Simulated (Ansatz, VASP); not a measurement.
**Ca: VASP beside Ansatz**

```
Ca
1.0
     0.00000    2.94975    2.50728
     2.94975    0.00000    2.50728
     2.94975    2.94975    0.00000
Ca
1
Direct
  0.00000 0.00000 0.00000
```

Alike in both runs: task single point; functional PBE; k mesh 16 × 16 × 16; occupations gaussian, width 0.15 eV; no spin polarisation.

|  | VASP | Ansatz |
| --- | --- | --- |
| version | VASP 6.6.1 | Ansatz 0.2.0 |
| potentials or method | VASP PAW PBE potentials, release 64 (Ca_sv), cutoff 520 eV | scalar-relativistic, plane waves, PAW |
| valence electrons in the cell | 10 | 10 |

```tsv
	VASP	Ansatz	Ansatz less VASP
gap on the k mesh at the Fermi level (eV)	none	none	-
pressure (GPa)	-0.6	-0.6	0.00
traceless stress, the component that is largest in VASP (GPa)	0.23	0.23	0.000
```

A gap of «none» marks a metal or a gap that the smearing closes. The functional is the same, so the differences come from potentials, cutoffs and numerics.
